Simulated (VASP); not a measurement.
Write the native input for VASP 6.6.1 that does the following.

```
Task                   : single point
Functional             : PBE
Potentials or basis    : VASP PAW PBE potentials, release 64 (Ru_pv, Nb_sv, C)
Cutoff                 : 520 eV
k mesh                 : 7 × 7 × 7
Occupations            : fermi-dirac, width 0.05 eV
Spin                   : no spin polarisation
Dipole correction      : no
Further INCAR settings : ALGO = Normal; EDIFF = 1e-06; NBANDS = 38
```

The structure of NbRu3C lies in POSCAR:

```
NbRu3C
1.0
    4.1186327925      0.0000000000      0.0000000000
    0.0000000000      4.1186327925      0.0000000000
    0.0000000000      0.0000000000      4.1186327925
Ru Nb C
3 1 1
Direct
    0.5000000000      0.5000000000      0.0000000000
    0.5000000000      0.0000000000      0.5000000000
    0.0000000000      0.5000000000      0.5000000000
    0.0000000000      0.0000000000      0.0000000000
    0.5000000000      0.5000000000      0.5000000000
```

These files were run (other wordings do the same):

INCAR

```
SYSTEM = NbRu3C
ALGO = Normal ; EDIFF = 1E-6
ENCUT = 520 ; GGA = PE
ISIF = 2 ; ISMEAR = -1
LASPH = .True. ; LCHARG = .True.
LELF = .True. ; LREAL = .False.
LVHAR = .True. ; LWAVE = .False.
NBANDS = 38 ; NELM = 60
PREC = Accurate ; SIGMA = 0.05
```

KPOINTS

```
k-points
0
Gamma
  7 7 7
  0 0 0
```

Potentials or basis: VASP PAW PBE potentials, release 64 (Ru_pv, Nb_sv, C).

Launch:

```sh
$ cat potpaw_PBE.64/Ru_pv/POTCAR potpaw_PBE.64/Nb_sv/POTCAR potpaw_PBE.64/C/POTCAR > POTCAR
$ mpirun -np 1 vasp_std > vasp.out
```

Results of the run:

```
Pressure : -13.1 GPa
```

Run time: 37 s on 1 thread of Intel Xeon 6975P-C (shared host), peak memory 0.2 GiB.
